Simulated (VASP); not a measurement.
# HfN (P6_3/mmc) in VASP: notebook

Runs on HfN. Level: r2SCAN. Tasks: single point.

Program: VASP 6.6.1. These are calculated values, not measurements. Logs are shortened: lines on timing, memory, paths and dates and some standing lists are left out, and cuts for length are marked.

**1. The cell of the first run**

Symmetry: P6_3/mmc, No. 194, hexagonal system. Conventional cell: a = 3.050 Å, b = 3.050 Å, c = 5.588 Å, α = 90.00°, β = 90.00°, γ = 120.00°. Within 3.1 Å of Hf (site symmetry -6m2) lie 6 N at 2.25 Å and 6 Hf at 3.05 Å. N (site symmetry -3m) has 6 Hf at 2.25 Å and 8 N at 2.79 to 3.05 Å within 3.1 Å.

**2. Single point, r2SCAN (strain -0.030 along x and y, +0.030 along z)**

File POSCAR:

```
HfN
1.0
    3.0499720507      0.0000000000      0.0000000000
   -1.5249860254      2.6413532767      0.0000000000
    0.0000000000      0.0000000000      5.5880023186
Hf N
2 2
Direct
    0.6666666667      0.3333333333      0.7500000000
    0.3333333333      0.6666666667      0.2500000000
    0.0000000000      0.0000000000      0.0000000000
    0.0000000000      0.0000000000      0.5000000000
```

File INCAR.step1:

```
SYSTEM = HfN
ALGO = Normal ; EDIFF = 1E-4
ENCUT = 520 ; GGA = PE
ISMEAR = 0 ; LASPH = .TRUE.
LCHARG = .FALSE. ; LREAL = .FALSE.
LWAVE = .TRUE. ; NBANDS = 23
NELM = 80 ; PREC = Accurate
SIGMA = 0.15
```

File INCAR.step2:

```
SYSTEM = HfN
ALGO = Normal ; EDIFF = 1E-6
ENCUT = 520 ; ISIF = 2
ISMEAR = 0 ; ISTART = 1
LASPH = .TRUE. ; LCHARG = .FALSE.
LMIXTAU = .TRUE. ; LREAL = .FALSE.
LWAVE = .FALSE. ; METAGGA = R2SCAN
NBANDS = 23 ; NELM = 80
PREC = Accurate ; SIGMA = 0.15
```

File KPOINTS:

```
k-points
0
G
  18 18 10
  0 0 0
```

Potentials or basis: VASP PAW PBE potentials, release 64 (Hf_pv, N).

The run is started by

```sh
$ cat potpaw_PBE.64/Hf_pv/POTCAR potpaw_PBE.64/N/POTCAR > POTCAR
$ cp INCAR.step1 INCAR
$ mpirun -np 1 vasp_std > vasp.out
$ cp INCAR.step2 INCAR
$ mpirun -np 1 vasp_std > vasp.out
```

OUTCAR:

```text
SYSTEM = HfN
   EDIFF = 1E-6
   ENCUT = 520
   ISIF = 2
   ISMEAR = 0
   ISTART = 1
   LASPH = .TRUE.
   LREAL = .FALSE.
   METAGGA = R2SCAN
   NELM = 80
   PREC = Accurate

 ion  position               nearest neighbor table
   1  0.667  0.333  0.750-   3 2.25   4 2.25   3 2.25   4 2.25   3 2.25   4 2.25   2 3.30   2 3.30
                             2 3.30   2 3.30   2 3.30   2 3.30
   2  0.333  0.667  0.250-   3 2.25   4 2.25   3 2.25   4 2.25   3 2.25   4 2.25   1 3.30   1 3.30
                             1 3.30   1 3.30   1 3.30   1 3.30
   3  0.000  0.000  0.000-   1 2.25   2 2.25   2 2.25   1 2.25   1 2.25   2 2.25
   4  0.000  0.000  0.500-   1 2.25   2 2.25   2 2.25   1 2.25   1 2.25   2 2.25

  LATTYP: Found a hexagonal cell.
 ALAT       =     3.0499720507
 C/A-ratio  =     1.8321486970

  Lattice vectors:

 A1 = (   3.0499720507,   0.0000000000,   0.0000000000)
 A2 = (  -1.5249860254,   2.6413532767,   0.0000000000)
 A3 = (   0.0000000000,   0.0000000000,   5.5880023186)

Analysis of symmetry for initial positions (statically):
=====================================================================
 Subroutine PRICEL returns:
 Original cell was already a primitive cell.

 Routine SETGRP: Setting up the symmetry group for a
 hexagonal supercell.

 Subroutine GETGRP returns: Found 24 space group operations
 (whereof 12 operations were pure point group operations)
 out of a pool of 24 trial point group operations.

The static configuration has the point symmetry D_3d.
 The point group associated with its full space group is D_6h.

Analysis of symmetry for dynamics (positions and initial velocities):
=====================================================================
 Subroutine PRICEL returns:
 Original cell was already a primitive cell.

 Routine SETGRP: Setting up the symmetry group for a
 hexagonal supercell.

 Subroutine GETGRP returns: Found 24 space group operations
 (whereof 12 operations were pure point group operations)
 out of a pool of 24 trial point group operations.

The dynamic configuration has the point symmetry D_3d.
 The point group associated with its full space group is D_6h.

 Subroutine INISYM returns: Found 24 space group operations
 (whereof 12 operations are pure point group operations),
 and found     1 'primitive' translations

----------------------------------------------------------------------------------------

                                     Primitive cell

  volume of cell :      45.0172

  direct lattice vectors                    reciprocal lattice vectors
     3.049972051  0.000000000  0.000000000     0.327871857  0.189296905  0.000000000
    -1.524986025  2.641353277  0.000000000     0.000000000  0.378593810  0.000000000
     0.000000000  0.000000000  5.588002319     0.000000000  0.000000000  0.178954829

  length of vectors
     3.049972051  3.049972051  5.588002319     0.378593810  0.378593810  0.178954829

  position of ions in fractional coordinates (direct lattice)
     0.666666667  0.333333333  0.750000000
     0.333333333  0.666666667  0.250000000
     0.000000000  0.000000000  0.000000000
     0.000000000  0.000000000  0.500000000

  ion indices of the primitive-cell ions
   primitive index   ion index
                 1           1
                 2           2
                 3           3
                 4           4

----------------------------------------------------------------------------------------

 KPOINTS: k-points

Automatic generation of k-mesh.
 Grid dimensions read from file:
 generate k-points for:   18   18   10

 Generating k-lattice:

  Cartesian coordinates                     Fractional coordinates (reciprocal lattice)
     0.018215103  0.010516495  0.000000000     0.055555556  0.000000000  0.000000000
     0.000000000  0.021032989  0.000000000     0.000000000  0.055555556  0.000000000
     0.000000000  0.000000000  0.017895483     0.000000000  0.000000000  0.100000000

  Length of vectors
     0.021032989  0.021032989  0.017895483

  Shift w.r.t. Gamma in fractional coordinates (k-lattice)
     0.000000000  0.000000000  0.000000000

 Subroutine IBZKPT returns following result:
 ===========================================

 Found    222 irreducible k-points:

 Following reciprocal coordinates:
            Coordinates               Weight
  0.000000  0.000000  0.000000      1.000000
  0.055556 -0.000000  0.000000      6.000000
  0.111111 -0.000000  0.000000      6.000000
  0.166667  0.000000  0.000000      6.000000
  0.222222  0.000000  0.000000      6.000000
  0.277778  0.000000  0.000000      6.000000
[... 16 lines left out ...]
  0.333333  0.111111  0.000000     12.000000
  0.388889  0.111111  0.000000     12.000000
 [... further k-points ...]
   k-points           NKPTS =    222   k-points in BZ     NKDIM =    222   number of bands    NBANDS=     23
   number of dos      NEDOS =    301   number of ions     NIONS =      4
   total plane-waves  NPLWV =  24192
   dimension x,y,z NGX =    24 NGY =   24 NGZ =   42
   dimension x,y,z NGXF=    48 NGYF=   48 NGZF=   84
   ions per type =               2   2
   NGX,Y,Z   is equivalent  to a cutoff of  13.08, 13.08, 12.50 a.u.
   NGXF,Y,Z  is equivalent  to a cutoff of  26.16, 26.16, 24.99 a.u.
 SYSTEM =  HfN
   PREC   = accura    normal or accurate (medium, high low for compatibility)
   ISTART =      1    job   : 0-new  1-cont  2-samecut
   ICHARG =      0    charge: 1-file 2-atom 10-const
   ISPIN  =      1    spin polarized calculation?
   LNONCOLLINEAR =      F non collinear calculations
   LSORBIT =      F    spin-orbit coupling
   LASPH  =      T    aspherical Exc in radial PAW
   ENCUT  =  520.0 eV  38.22 Ry    6.18 a.u.   5.67  5.67 10.39*2*pi/ulx,y,z
   NELM   =     80;   NELMIN=  2; NELMDL=  0     # of ELM steps
   EDIFF  = 0.1E-05   stopping-criterion for ELM
   LREAL  =      F    real-space projection
   EDIFFG = 0.1E-04   stopping-criterion for IOM
   NSW    =      0    number of steps for IOM
   IBRION =     -1    ionic relax: 0-MD 1-quasi-New 2-CG
   NFREE  =      0    steps in history (QN), initial steepest desc. (CG)
   ISIF   =      2    stress and relaxation
   ISYM   =      2    0-nonsym 1-usesym 2-fastsym
   POTIM  = 0.5000    time-step for ionic-motion
   TEBEG  =    0.0;   TEEND  =   0.0 temperature during run
   PSTRESS=    0.0 pullay stress
   NELECT =      30.0000    total number of electrons
   NUPDOWN=      -1.0000    fix difference up-down
   EMIN   =  10.00;   EMAX   =-10.00  energy-range for DOS
   EFERMI =   0.00;   METHOD = LEGACY
   ISMEAR =     0;   SIGMA  =   0.15  broadening in eV -4-tet -1-fermi 0-gaus
   EFERMI_NEDOS =   21; number of points for ismear=-14 and -15
   IALGO  =     38    algorithm
   IMIX   =      4    mixing-type and parameters
     AMIX     =   0.40;   BMIX     =  1.00
     AMIX_MAG =   1.60;   BMIX_MAG =  1.00
  volume/ion in A,a.u.               =      11.25        75.95
  Fermi-wavevector in a.u.,A,eV,Ry     =   1.429955  2.702223 27.820790  2.044770
  Thomas-Fermi vector in A             =   2.549852
   LORBIT       =      0    0 simple, 1 ext, 2 COOP (PROOUT), +10 PAW based schemes
   METAGGA = R2SCAN    functional components
   LHFCALC =     F    Hartree Fock is set to
   AEXX    =    0.0000 exact exchange contribution
   IVDW    =     0    specifies the selected vdW correction
   LEPSILON=     F    determine dielectric tensor
   LRPA    =     F    only Hartree local field effects (RPA)
 non-spin polarized calculation
 Gauss-broadening in eV      SIGMA  =   0.15
  energy-cutoff  :      520.00
  volume of cell :       45.02
 maximum number of plane-waves:      1233
 NGX is ok and might be reduce to    24
   NGX = 11   NGY = 11   NGZ = 21

 number of electron      29.9999995 magnetization

 Free energy of the ion-electron system (eV)
  ---------------------------------------------------
  ext. energy  EPLUGINS =         0.00000000
  ---------------------------------------------------
  free energy    TOTEN  =      -116.23581062 eV

  energy without entropy =     -116.22448623  energy(sigma->0) =     -116.23014842

 E-fermi :   8.0239     XC(G=0): -13.7406

 val. band max:        8.0177691459   @ k =   0.1667   0.0000   0.1000
 cond. band min:       8.0428428447   @ k =   0.1667   0.0000   0.4000
 fundamental gap:      0.0250736988
 Fermi energy:         8.0238904807

 k-point     1 :       0.0000    0.0000    0.0000
  band No.  band energies     occupation
      1     -24.7780      2.00000
      2     -23.9373      2.00000
      3     -23.7204      2.00000
      4     -23.7204      2.00000
      5     -23.6804      2.00000
      6     -23.6803      2.00000
[... 15 lines left out ...]
     22      13.7285      0.00000
     23      13.7285      0.00000

 k-point     2 :       0.0556   -0.0000    0.0000
  band No.  band energies     occupation
      1     -24.7650      2.00000
      2     -23.9364      2.00000
      3     -23.7551      2.00000
      4     -23.7308      2.00000
      5     -23.7141      2.00000
      6     -23.6839      2.00000
[... 15 lines left out ...]
     22      13.5976      0.00000
     23      13.7285      0.00000

 k-point     3 :       0.1111   -0.0000    0.0000
  band No.  band energies     occupation
      1     -24.7271      2.00000
      2     -23.9341      2.00000
      3     -23.8567      2.00000
      4     -23.8072      2.00000
      5     -23.7584      2.00000
      6     -23.6961      2.00000
[... 15 lines left out ...]
     22      13.2698      0.00000
     23      13.7370      0.00000
[... 495 lines left out ...]
 k-point    23 :       0.3333    0.1111    0.0000
  band No.  band energies     occupation
      1     -24.6862      2.00000
      2     -24.5185      2.00000
      3     -24.3053      2.00000
      4     -24.0325      2.00000
      5     -23.9736      2.00000
      6     -23.9069      2.00000
[... 15 lines left out ...]
     22      15.1121      0.00000
     23      15.7057      0.00000

 k-point    24 :       0.3889    0.1111    0.0000
  band No.  band energies     occupation
      1     -24.7659      2.00000
      2     -24.5814      2.00000
      3     -24.2408      2.00000
      4     -24.0638      2.00000
      5     -23.9979      2.00000
      6     -23.9273      2.00000
[... 15 lines left out ...]
     22      15.1958      0.00000
     23      16.1922      0.00000

 [... further k-points ...]

------------------------ aborting loop because EDIFF is reached ----------------------------------------

  FORCE on cell =-STRESS in cart. coord.  units (eV):
  Direction    XX          YY          ZZ          XY          YZ          ZX
  --------------------------------------------------------------------------------------
  -------------------------------------------------------------------------------------
  Total        4.4380648      4.4380648     -3.2395863     -0.0000000      0.0000000      0.0000000
  in kB      157.9520580    157.9520579   -115.2978511     -0.0000000      0.0000000      0.0000000
  external PRESSURE =      66.8687549 kB  Pullay stress =       0.0000000 kB

 VOLUME and BASIS-vectors are now :
 -----------------------------------------------------------------------------
  energy-cutoff  :      520.00
  volume of cell :       45.02
      direct lattice vectors                 reciprocal lattice vectors
     3.049972051  0.000000000  0.000000000     0.327871857  0.189296905  0.000000000
    -1.524986025  2.641353277  0.000000000     0.000000000  0.378593810  0.000000000
     0.000000000  0.000000000  5.588002319     0.000000000  0.000000000  0.178954829

 POSITION                                       TOTAL-FORCE (eV/Angst)
 -----------------------------------------------------------------------------------
      1.52499      0.88045      4.19100        -0.000000      0.000000      0.000000
     -0.00000      1.76090      1.39700         0.000000     -0.000000      0.000000
      0.00000      0.00000      0.00000         0.000000      0.000000      0.000000
      0.00000      0.00000      2.79400         0.000000      0.000000      0.000000
 -----------------------------------------------------------------------------------
    total drift:                               -0.000000      0.000000     -0.000000

  FREE ENERGIE OF THE ION-ELECTRON SYSTEM (eV)
  ---------------------------------------------------
  free  energy   TOTEN  =      -116.2358106151 eV

  energy  without entropy=     -116.2244862344  energy(sigma->0) =     -116.23014842
```

Run time: 5.5 min. Hardware: 1 thread of Intel Xeon 6975P-C (Granite Rapids), shared host; peak memory 0.32 GiB.

What came out:

| Item | Value |
| --- | --- |
| Free energy | -116.2358 eV |
| Pressure | 6.7 GPa |
| Band gap on the k mesh | zero (bands 15 and 16 overlap by 2.17 eV) |

Stress tensor (GPa, compression positive):
```
 15.80   0.00   0.00
  0.00  15.80   0.00
  0.00   0.00 -11.53
```

Levels at points of the mesh, in eV from the Fermi level:
```csv
k point,band 12,band 13,band 14,band 15,band 16,band 17,band 18,band 19
"(0.00, 0.00, 0.00)",-3.56,-3.56,-2.33,-1.10,1.00,1.00,2.03,2.23
"(0.50, 0.00, 0.00)",-5.53,-3.23,-3.08,-2.81,2.17,3.17,4.83,5.60
"(0.00, 0.00, 0.50)",-4.27,-4.27,-4.27,1.73,1.73,3.04,3.04,3.04
"(0.50, 0.00, 0.50)",-5.94,-4.52,-4.52,-0.25,-0.25,5.58,5.58,5.66
```

Caveat: the cell differs from its parent crystal (strain -0.030 along x and y, +0.030 along z); the stress differs along the axes, from -12 to 16 GPa; the PAW data sets were made with another functional, which shifts forces and pressure a little; spin-orbit coupling is left out, which moves the levels of the heavy elements.

(Continued in part 2 of 2.)

The gap in the log of VASP goes by the Fermi energy; the results here count the filled bands.